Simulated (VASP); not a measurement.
The system is CsPbCl3.

```
CELL_PARAMETERS angstrom
5.73527 0.00000 0.00000
0.00000 5.73527 0.00000
0.00000 0.00000 5.73527
ATOMIC_POSITIONS crystal
Cs 0.00000 0.00000 0.00000
Pb 0.50000 0.50000 0.50000
Cl 0.50000 0.50000 0.00000
Cl 0.00000 0.50000 0.50000
Cl 0.50000 0.00000 0.50000
```

Base run:

```yaml
Program: VASP 6.6.1
Functional: r2SCAN
Potentials_or_basis: VASP PAW PBE potentials, release 64 (Cs_sv, Pb_d, Cl)
Cutoff: 520 eV
k_mesh: 6 × 6 × 6
Occupations: gaussian, width 0.02 eV
Spin: no spin polarisation
```

Its results: band gap on the k mesh 2.60 eV, direct; pressure -0.8 GPa.

Q: The run is repeated on the same cell with these changes: functional from r2SCAN to PBE. What comes out?

A: Band gap on the k mesh 2.22 eV, direct; pressure 0.0 GPa.

r2SCAN gives the wider gap, since meta-GGAs in the generalised Kohn-Sham scheme recover part of the derivative discontinuity.

Caveats: spin-orbit coupling is left out, which moves the levels of the heavy elements; the PAW data sets were made with another functional, which shifts forces and pressure a little (some runs).

A k mesh can miss the band edges.
